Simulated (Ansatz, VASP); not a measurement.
## LiF: VASP beside Ansatz

```
CELL_PARAMETERS angstrom
3.14273 0.00000 0.00000
-1.57137 2.72169 0.00000
0.00000 0.00000 4.84955
ATOMIC_POSITIONS crystal
Li 0.33333 0.66667 0.36067
Li 0.66667 0.33333 0.86067
F 0.33333 0.66667 0.99393
F 0.66667 0.33333 0.49393
```

Alike in both runs: task single point; functional PBE; k mesh 9 × 9 × 6; occupations gaussian, width 0.05 eV; no spin polarisation.

```csv
,VASP,Ansatz
version,VASP 6.6.1,Ansatz 0.2.0
potentials or method,"VASP PAW PBE potentials, release 64 (Li_sv, F), cutoff 520 eV","scalar-relativistic, plane waves, PAW"
valence electrons in the cell,20,20
```

Ansatz gave:

| Item | Value |
| --- | --- |
| gap on the k mesh at the Fermi level (eV) | 7.68 |
| least direct gap on the mesh (eV) | 7.68 |
| rms of the force components (eV/Å) | 0.261 |

Q: Which values does VASP return?

A: gap on the k mesh at the Fermi level (eV): 7.67; least direct gap on the mesh (eV): 7.67; rms of the force components (eV/Å): 0.272.

Atom by atom the forces differ by 0.012 eV/Å (rms over components).

Noted on VASP's run: the cutoff is under 1.25 times that of the potentials, so the pressure is a little rough.
